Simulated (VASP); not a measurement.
# Ir (Fd-3m) in VASP: notebook

Runs on Ir. Level: revPBE. Tasks: single point, relaxation of cell and atoms.

Program: VASP 6.6.1. These are calculated values, not measurements. Logs are shortened: lines on timing, memory, paths and dates and some standing lists are left out, and cuts for length are marked.

## 1. The cell of the first run

The structure is cubic, space group Fd-3m (No. 227). The conventional cell has a = 5.664 Å, b = 5.664 Å, c = 5.664 Å, α = 90.00°, β = 90.00°, γ = 90.00°. Within 3.2 Å of Ir (site symmetry -43m) lie 4 Ir at 2.45 Å.

## 2. Single point, revPBE (volume scaled by 1.04)

File INCAR:

```
SYSTEM = Ir
ALGO = Normal
EDIFF = 1E-7
ENCUT = 520
GGA = RE
ISIF = 2
ISMEAR = -1
LASPH = .True.
LCHARG = .False.
LREAL = .False.
LWAVE = .False.
NBANDS = 16
NELM = 60
PREC = Accurate
SIGMA = 0.1
```

File KPOINTS:

```
k-points
0
Gamma
  11 11 11
  0 0 0
```

File POSCAR:

```
Ir
1.0
    0.0000000000      2.8321841302      2.8321841302
    2.8321841302      0.0000000000      2.8321841302
    2.8321841302      2.8321841302      0.0000000000
Ir
2
Direct
    0.1250000000      0.1250000000      0.1250000000
    0.8750000000      0.8750000000      0.8750000000
```

Potentials or basis: VASP PAW PBE potentials, release 64 (Ir).

The run is started by

```
$ cat potpaw_PBE.64/Ir/POTCAR > POTCAR
$ mpirun -np 1 vasp_std > vasp.out
```

OUTCAR:

```text
SYSTEM = Ir
   EDIFF = 1E-7
   ENCUT = 520
   GGA = RE
   ISIF = 2
   ISMEAR = -1
   LASPH = .True.
   LREAL = .False.
   NELM = 60
   PREC = Accurate

 ion  position               nearest neighbor table
   1  0.125  0.125  0.125-   2 2.45   2 2.45   2 2.45   2 2.45
   2  0.875  0.875  0.875-   1 2.45   1 2.45   1 2.45   1 2.45

  LATTYP: Found a face centered cubic cell.
 ALAT       =     5.6643682604

  Lattice vectors:

 A1 = (   0.0000000000,   2.8321841302,   2.8321841302)
 A2 = (   2.8321841302,   0.0000000000,   2.8321841302)
 A3 = (   2.8321841302,   2.8321841302,   0.0000000000)

Analysis of symmetry for initial positions (statically):
=====================================================================
 Subroutine PRICEL returns:
 Original cell was already a primitive cell.

 Routine SETGRP: Setting up the symmetry group for a
 face centered cubic supercell.

 Subroutine GETGRP returns: Found 48 space group operations
 (whereof 12 operations were pure point group operations)
 out of a pool of 48 trial point group operations.

The static configuration has the point symmetry D_3d.
 The point group associated with its full space group is O_h .

Analysis of symmetry for dynamics (positions and initial velocities):
=====================================================================
 Subroutine PRICEL returns:
 Original cell was already a primitive cell.

 Routine SETGRP: Setting up the symmetry group for a
 face centered cubic supercell.

 Subroutine GETGRP returns: Found 48 space group operations
 (whereof 12 operations were pure point group operations)
 out of a pool of 48 trial point group operations.

The dynamic configuration has the point symmetry D_3d.
 The point group associated with its full space group is O_h .

 Subroutine INISYM returns: Found 48 space group operations
 (whereof 12 operations are pure point group operations),
 and found     1 'primitive' translations

----------------------------------------------------------------------------------------

                                     Primitive cell

  volume of cell :      45.4354

  direct lattice vectors                    reciprocal lattice vectors
     0.000000000  2.832184130  2.832184130    -0.176542194  0.176542194  0.176542194
     2.832184130  0.000000000  2.832184130     0.176542194 -0.176542194  0.176542194
     2.832184130  2.832184130  0.000000000     0.176542194  0.176542194 -0.176542194

  length of vectors
     4.005313208  4.005313208  4.005313208     0.305780050  0.305780050  0.305780050

  position of ions in fractional coordinates (direct lattice)
[... 76 lines left out ...]
   LASPH  =      T    aspherical Exc in radial PAW
   ENCUT  =  520.0 eV  38.22 Ry    6.18 a.u.   7.45  7.45  7.45*2*pi/ulx,y,z
   NELM   =     60;   NELMIN=  2; NELMDL= -5     # of ELM steps
   EDIFF  = 0.1E-06   stopping-criterion for ELM
   LREAL  =      F    real-space projection
   EDIFFG = 0.1E-05   stopping-criterion for IOM
   NSW    =      0    number of steps for IOM
   IBRION =     -1    ionic relax: 0-MD 1-quasi-New 2-CG
   NFREE  =      0    steps in history (QN), initial steepest desc. (CG)
   ISIF   =      2    stress and relaxation
   ISYM   =      2    0-nonsym 1-usesym 2-fastsym
   POTIM  = 0.5000    time-step for ionic-motion
   TEBEG  =    0.0;   TEEND  =   0.0 temperature during run
   PSTRESS=    0.0 pullay stress
   NELECT =      18.0000    total number of electrons
   NUPDOWN=      -1.0000    fix difference up-down
   EMIN   =  10.00;   EMAX   =-10.00  energy-range for DOS
   EFERMI =   0.00;   METHOD = LEGACY
   ISMEAR =    -1;   SIGMA  =   0.10  broadening in eV -4-tet -1-fermi 0-gaus
   EFERMI_NEDOS =   21; number of points for ismear=-14 and -15
   IALGO  =     38    algorithm
   IMIX   =      4    mixing-type and parameters
     AMIX     =   0.40;   BMIX     =  1.00
     AMIX_MAG =   1.60;   BMIX_MAG =  1.00
  volume/ion in A,a.u.               =      22.72       153.31
  Fermi-wavevector in a.u.,A,eV,Ry     =   1.202359  2.272129 19.669498  1.445667
  Thomas-Fermi vector in A             =   2.338143
   LORBIT       =      0    0 simple, 1 ext, 2 COOP (PROOUT), +10 PAW based schemes
   GGA     = RE    functional components
   LHFCALC =     F    Hartree Fock is set to
   AEXX    =    0.0000 exact exchange contribution
   IVDW    =     0    specifies the selected vdW correction
   LEPSILON=     F    determine dielectric tensor
   LRPA    =     F    only Hartree local field effects (RPA)
 non-spin polarized calculation
  energy-cutoff  :      520.00
  volume of cell :       45.44
 maximum number of plane-waves:      1243
 NGX is ok and might be reduce to    30
   NGX = 15   NGY = 15   NGZ = 15

 number of electron      18.0000001 magnetization

 Free energy of the ion-electron system (eV)
  ---------------------------------------------------
  ext. energy  EPLUGINS =         0.00000000
  ---------------------------------------------------
  free energy    TOTEN  =       -14.74422036 eV

  energy without entropy =      -14.66472491  energy(sigma->0) =      -14.70447263

 E-fermi :   4.6529     XC(G=0): -10.8113

 val. band max:        4.6408450735   @ k =  -0.1818   0.1818   0.0000
 cond. band min:       4.6544210619   @ k =  -0.2727   0.3636   0.0909
 fundamental gap:      0.0135759884
 Fermi energy:         4.6528624647

 k-point     1 :       0.0000    0.0000    0.0000
  band No.  band energies     occupation
      1      -2.9086      2.00000
      2      -0.0204      2.00000
      3      -0.0204      2.00000
      4       0.2906      2.00000
      5       0.2906      2.00000
      6       0.2906      2.00000
[... 433 lines left out ...]
      3       0.0324      2.00000
      4       0.0755      2.00000
      5       0.4877      2.00000
      6       1.1969      2.00000
[... 8 lines left out ...]
     15      15.1779      0.00000
     16      17.0510      0.00000

 [... further k-points ...]
[... 5 lines left out ...]
  --------------------------------------------------------------------------------------
  -------------------------------------------------------------------------------------
  Total       -1.8381820     -1.8381820     -1.8381820      0.0000000      0.0000000      0.0000000
  in kB      -64.8193470    -64.8193470    -64.8193470      0.0000000      0.0000000      0.0000000
  external PRESSURE =     -64.8193470 kB  Pullay stress =       0.0000000 kB

 VOLUME and BASIS-vectors are now :
 -----------------------------------------------------------------------------
  energy-cutoff  :      520.00
  volume of cell :       45.44
      direct lattice vectors                 reciprocal lattice vectors
     0.000000000  2.832184130  2.832184130    -0.176542194  0.176542194  0.176542194
     2.832184130  0.000000000  2.832184130     0.176542194 -0.176542194  0.176542194
     2.832184130  2.832184130  0.000000000     0.176542194  0.176542194 -0.176542194

 POSITION                                       TOTAL-FORCE (eV/Angst)
 -----------------------------------------------------------------------------------
      0.70805      0.70805      0.70805        -0.000000      0.000000      0.000000
      4.95632      4.95632      4.95632         0.000000     -0.000000     -0.000000
 -----------------------------------------------------------------------------------
    total drift:                               -0.000000      0.000000      0.000000

  FREE ENERGIE OF THE ION-ELECTRON SYSTEM (eV)
  ---------------------------------------------------
  free  energy   TOTEN  =       -14.7442203559 eV

  energy  without entropy=      -14.6647249059  energy(sigma->0) =      -14.70447263
```

OSZICAR:

```text
N       E                     dE             d eps       ncg     rms          rms(c)
DAV:   1     0.128259822759E+03    0.12826E+03   -0.78859E+03  1792   0.104E+03
DAV:   2    -0.111642943670E+02   -0.13942E+03   -0.12284E+03  1808   0.274E+02
DAV:   3    -0.156010783262E+02   -0.44368E+01   -0.43643E+01  2336   0.562E+01
DAV:   4    -0.156467753189E+02   -0.45697E-01   -0.45685E-01  2056   0.541E+00
DAV:   5    -0.156479463428E+02   -0.11710E-02   -0.11710E-02  2408   0.880E-01    0.126E+01
DAV:   6    -0.148396319222E+02    0.80831E+00   -0.16120E+00  2392   0.143E+01    0.488E+00
DAV:   7    -0.147581385070E+02    0.81493E-01   -0.17185E-01  2528   0.404E+00    0.204E+00
DAV:   8    -0.147445008223E+02    0.13638E-01   -0.19910E-02  1992   0.114E+00    0.278E-01
DAV:   9    -0.147441673264E+02    0.33350E-03   -0.88573E-04  2136   0.259E-01    0.343E-02
DAV:  10    -0.147442223836E+02   -0.55057E-04   -0.71967E-05  2272   0.724E-02    0.107E-02
DAV:  11    -0.147442203936E+02    0.19900E-05   -0.54903E-06  2432   0.239E-02    0.215E-03
DAV:  12    -0.147442202743E+02    0.11936E-06   -0.20681E-07  2000   0.330E-03    0.447E-04
DAV:  13    -0.147442203559E+02   -0.81669E-07   -0.98584E-09  1200   0.891E-04
   1 F= -.14744220E+02 E0= -.14704473E+02  d E =-.794954E-01
```

stdout:

```text
POSCAR found type information on POSCAR Ir
 POSCAR found :  1 types and       2 ions
 scaLAPACK will be used
 -----------------------------------------------------------------------------
|                                                                             |
|                                                                             |
|     You enforced a specific xc type in the INCAR file but a different       |
|     I HOPE YOU KNOW WHAT YOU ARE DOING!                                     |
|                                                                             |
 -----------------------------------------------------------------------------

 LDA part: xc-table for (Slater+PW92), standard interpolation
 POSCAR, INCAR and KPOINTS ok, starting setup
 FFT: planning ... GRIDC
 FFT: planning ... GRID_SOFT
 FFT: planning ... GRID
 WAVECAR not read
 entering main loop
```

Run time: 42 s. Hardware: 1 thread of Intel Xeon Platinum 8259CL at 2.50GHz (Skylake/Cascade Lake), shared host; peak memory 0.19 GiB.

What came out:

```yaml
Free_energy: -14.7442 eV
Pressure: -6.5 GPa
Band_gap_on_the_k_mesh: zero (band 9 reaches 5.52 eV, above the bottom of band 10 at 4.23 eV)
```

Caveat: the PAW data sets were made with another functional, which shifts forces and pressure a little; spin-orbit coupling is left out, which moves the levels of the heavy elements.

[end of part 1 of 2]
